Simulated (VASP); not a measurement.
The system is Rh.

```
CELL_PARAMETERS angstrom
0.00000 1.90299 1.90299
1.90299 0.00000 1.90299
1.90299 1.90299 0.00000
ATOMIC_POSITIONS crystal
Rh 0.00000 0.00000 0.00000
```

Base run:

- Program: VASP 6.6.1
- Functional: PBEsol
- Potentials or basis: VASP PAW PBE potentials, release 64 (Rh_sv_GW)
- Cutoff: 460 eV
- k mesh: 18 × 18 × 18
- Occupations: fermi-dirac, width 0.05 eV
- Spin: no spin polarisation

Its results: band gap on the k mesh zero (an odd number of electrons rules out a gap without spin polarisation); pressure -8.7 GPa.

Q: The run is repeated on the same cell with these changes: functional from PBEsol to PBE. What comes out?

A: Band gap on the k mesh zero (an odd number of electrons rules out a gap without spin polarisation); pressure 1.9 GPa.

PBE binds less tightly than PBEsol, so the same cell stands under more pressure.

Caveats: the cell stands under tension (at least some runs); the PAW data sets were made with another functional, which shifts forces and pressure a little (at least some runs).
